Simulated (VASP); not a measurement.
Crystal: TaN.

```
CELL_PARAMETERS angstrom
0.00000 2.24042 2.24042
2.24042 0.00000 2.24042
2.24042 2.24042 0.00000
ATOMIC_POSITIONS crystal
Ta 0.50000 0.50000 0.50000
N 0.00000 0.00000 0.00000
```

Base run:

```yaml
Program: VASP 6.6.1
Functional: r2SCAN
Potentials_or_basis: VASP PAW PBE potentials, release 64 (Ta_pv, N)
Cutoff: 520 eV
k_mesh: 10 × 10 × 10
Occupations: fermi-dirac, width 0.05 eV
Spin: no spin polarisation
```

Its results: band gap on the k mesh zero (band 8 reaches 10.72 eV, above the bottom of band 9 at 6.96 eV); pressure -16.3 GPa.

Q: After a change of settings the same cell gave: band gap on the k mesh zero (band 9 reaches 14.76 eV, above the bottom of band 10 at 11.00 eV); pressure -17.9 GPa. Which change was it?
A. functional from r2SCAN to PBEsol; further incar settings from ALGO = Normal; EDIFF = 1e-06; NBANDS = 15 to ALGO = Normal; EDIFF = 1e-07; NBANDS = 15
B. functional from r2SCAN to LDA; potentials or basis from VASP PAW PBE potentials, release 64 (Ta_pv, N) to VASP PAW LDA potentials, release 64 (Ta_pv, N); cutoff from 520 eV to 600 eV
C. potentials or basis from VASP PAW PBE potentials, release 64 (Ta_pv, N) to VASP PAW PBE potentials, release 64 (Ta_sv_GW, N); cutoff from 520 eV to 660 eV; further incar settings from ALGO = Normal; EDIFF = 1e-06; NBANDS = 15 to ALGO = Normal; EDIFF = 1e-06; NBANDS = 16; valence electrons from 16 to 18
D. functional from r2SCAN to LDA; potentials or basis from VASP PAW PBE potentials, release 64 (Ta_pv, N) to VASP PAW LDA potentials, release 64 (Ta_pv, N)

A: C.

Caveats: the PAW data sets were made with another functional, which shifts forces and pressure a little; spin-orbit coupling is left out, which moves the levels of the heavy elements.
